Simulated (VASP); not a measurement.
Wanted: the native input for a VASP 6.6.1 run.

| Quantity | Value |
| --- | --- |
| Task | single point |
| Functional | PBE |
| Dispersion | D3(BJ) |
| Potentials or basis | VASP PAW PBE potentials, release 64 (W_sv, S) |
| Cutoff | 520 eV |
| k mesh | 10 × 10 × 3 |
| Occupations | fermi-dirac, width 0.05 eV |
| Spin | no spin polarisation |
| Dipole correction | no |
| Further INCAR settings | ALGO = Normal; EDIFF = 1e-06; NBANDS = 35 |

The structure of WS2 (Tungstenite) lies in POSCAR:

```
WS2
1.0
    3.2423687753      0.0000000000      0.0000000000
   -1.6211843877      2.8079737278      0.0000000000
    0.0000000000      0.0000000000     12.7451602803
W S
2 4
Direct
    0.6666666667      0.3333333333      0.7500000000
    0.3333333333      0.6666666667      0.2500000000
    0.6666666667      0.3333333333      0.3750000000
    0.3333333333      0.6666666667      0.8750000000
    0.6666666667      0.3333333333      0.1250000000
    0.3333333333      0.6666666667      0.6250000000
```

One way to write it, as run:

INCAR

```
SYSTEM = WS2
ALGO     = Normal         ! electronic algorithm
EDIFF    = 1E-6           ! SCF threshold, eV
ENCUT    = 520            ! plane-wave cutoff, eV
GGA      = PE             ! functional
ISIF     = 2              ! what is computed and relaxed
ISMEAR   = -1             ! smearing method
IVDW     = 12             ! dispersion correction
LASPH    = .True.         ! aspherical terms in the spheres
LCHARG   = .False.        ! write CHGCAR
LREAL    = .False.        ! projectors in reciprocal space
LWAVE    = .False.        ! write WAVECAR
NBANDS   = 35             ! bands
NELM     = 80             ! most SCF steps
PREC     = Accurate       ! precision mode
SIGMA    = 0.05           ! smearing width, eV
```

KPOINTS

```
k-points
0
Gamma
  10 10 3
  0 0 0
```

Potentials or basis: VASP PAW PBE potentials, release 64 (W_sv, S).

Launch:

```console
$ cat potpaw_PBE.64/W_sv/POTCAR potpaw_PBE.64/S/POTCAR > POTCAR
$ mpirun -np 1 vasp_std > vasp.out
```

It gave:

- Pressure: -9.5 GPa
- Largest force: 0.806 eV/Å
- Band gap on the k mesh: 1.17 eV, indirect (least direct gap 1.93 eV)
- Dispersion energy per atom: -0.390 eV

Caveat: spin-orbit coupling is left out, which moves the levels of the heavy elements.

It took 92 s on 1 thread of Intel Xeon 6975P-C (shared host), peak memory 0.28 GiB.
